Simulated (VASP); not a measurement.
Se: electric field gradients with PBEsol

The system is Se.

```
CELL_PARAMETERS angstrom
4.35517 0.00000 0.00000
-2.17758 3.77169 0.00000
0.00000 0.00000 5.04844
ATOMIC_POSITIONS crystal
Se 0.21700 0.00000 0.16667
Se 0.00000 0.21700 0.83333
Se 0.78300 0.78300 0.50000
```

This cell differs from its parent crystal: zz strain of +2 %.

```json
{
  "Program": "VASP 6.6.1",
  "Task": "electric field gradients",
  "Functional": "PBEsol",
  "Potentials or basis": "VASP PAW PBE potentials, release 64 (Se)",
  "Cutoff": "520 eV",
  "k mesh": "8 × 8 × 6",
  "Occupations": "fermi-dirac, width 0.02 eV",
  "Spin": "no spin polarisation",
  "Dipole correction": "no",
  "Further INCAR settings": "ALGO = Normal; EDIFF = 1e-08; NBANDS = 16"
}
```

```json
{
  "Pressure": "1.4 GPa",
  "Largest force": "0.776 eV/Å",
  "Band gap on the k mesh": "0.92 eV, indirect (least direct gap 0.94 eV)"
}
```

Forces on the atoms (eV/Å):
```
Se   0.776  0.000  0.000
Se  -0.388  0.672  0.000
Se  -0.388 -0.672  0.000
```

Stress tensor (GPa, compression positive):
```
1.06 0.00 0.00
0.00 1.06 0.00
0.00 0.00 1.93
```

Levels at points of the mesh, in eV from the valence-band top:
| k point | band 6 | band 7 | band 8 | band 9 | band 10 | band 11 | band 12 | band 13 |
| --- | --- | --- | --- | --- | --- | --- | --- | --- |
| (0.00, 0.00, 0.00) | -3.61 | -2.04 | -2.04 | -0.34 | 1.94 | 1.94 | 2.47 | 5.81 |
| (0.50, 0.00, 0.00) | -3.32 | -2.93 | -1.88 | -1.01 | 1.98 | 2.54 | 4.23 | 5.30 |
| (0.00, 0.00, 0.50) | -3.33 | -1.44 | -1.44 | -1.19 | 1.19 | 1.42 | 1.42 | 6.04 |
| (0.50, 0.00, 0.50) | -4.22 | -1.79 | -1.42 | 0.00 | 1.36 | 2.81 | 3.05 | 6.09 |

Electric field gradients, principal values (V/Å²):
```
atom    least   middle  greatest (by size)
1 Se  148.264  334.829            -483.093
2 Se  148.264  334.829            -483.093
3 Se  148.264  334.828            -483.092
```

Run time: 30 s on 1 thread of Intel(R) Xeon(R) Platinum 8488C (Sapphire Rapids), on a shared host, peak memory 0.21 GiB.

Caveat: the cell differs from its parent crystal (zz strain of +2 %); without QUAD_EFG the Cq values of the log hold for a quadrupole moment of 1 mb, not for the nuclei; the PAW data sets were made with another functional, which shifts forces and pressure a little. A k mesh can miss the band edges.
